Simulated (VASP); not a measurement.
A run of VASP 6.6.1 is set up as follows.

POSCAR

```
LiCuAs2
1.0
    3.7557322015      0.0000000000      0.0000000000
    0.0000000000      3.7557322015      0.0000000000
    0.0000000000      0.0000000000      9.5221209114
Cu Li As
2 2 4
Direct
    0.7500000000      0.2500000000      0.5000000000
    0.2500000000      0.7500000000      0.5000000000
    0.2500000000      0.2500000000      0.2433969442
    0.7500000000      0.7500000000      0.7566030558
    0.7500000000      0.2500000000      0.0000000000
    0.2500000000      0.7500000000      0.0000000000
    0.7500000000      0.7500000000      0.3380361597
    0.2500000000      0.2500000000      0.6619638403
```

Contents of INCAR.step1:

```
SYSTEM = LiCuAs2
ALGO = Normal ; EDIFF = 1E-4
ENCUT = 520 ; GGA = PE
ISMEAR = -1 ; LASPH = .TRUE.
LCHARG = .FALSE. ; LREAL = .FALSE.
LWAVE = .TRUE. ; NBANDS = 34
NELM = 100 ; PREC = Accurate
SIGMA = 0.0102
```

The input INCAR.step2:

```
SYSTEM = LiCuAs2
ALGO = Normal ; EDIFF = 1E-6
ENCUT = 520 ; ISIF = 2
ISMEAR = -1 ; ISTART = 1
LASPH = .TRUE. ; LCHARG = .FALSE.
LMIXTAU = .TRUE. ; LREAL = .FALSE.
LWAVE = .FALSE. ; METAGGA = R2SCAN
NBANDS = 34 ; NELM = 100
PREC = Accurate ; SIGMA = 0.0102
```

Contents of KPOINTS:

```
k-points
0
G
  8 8 4
  0 0 0
```

Potentials or basis: VASP PAW PBE potentials, release 64 (Cu, Li_sv, As).

The run is started by

```sh
$ cat potpaw_PBE.64/Cu/POTCAR potpaw_PBE.64/Li_sv/POTCAR potpaw_PBE.64/As/POTCAR > POTCAR
$ cp INCAR.step1 INCAR
$ mpirun -np 1 vasp_std > vasp.out
$ cp INCAR.step2 INCAR
$ mpirun -np 1 vasp_std > vasp.out
```

Question: What does it give for the band gap on the k mesh?

Answer: Zero (bands 24 and 25 overlap by 2.25 eV).

Question: What does it give for the largest force?

Answer: 0.041 eV/Å.

Forces in eV/Å, atoms in the order of the input:
```
Cu   0.000  0.000  0.000
Cu   0.000  0.000  0.000
Li   0.000  0.000  0.015
Li   0.000  0.000 -0.015
As   0.000  0.000  0.000
As   0.000  0.000  0.000
As   0.000  0.000 -0.041
As   0.000  0.000  0.041
```

Caveat: the PAW data sets were made with another functional, which shifts forces and pressure a little.
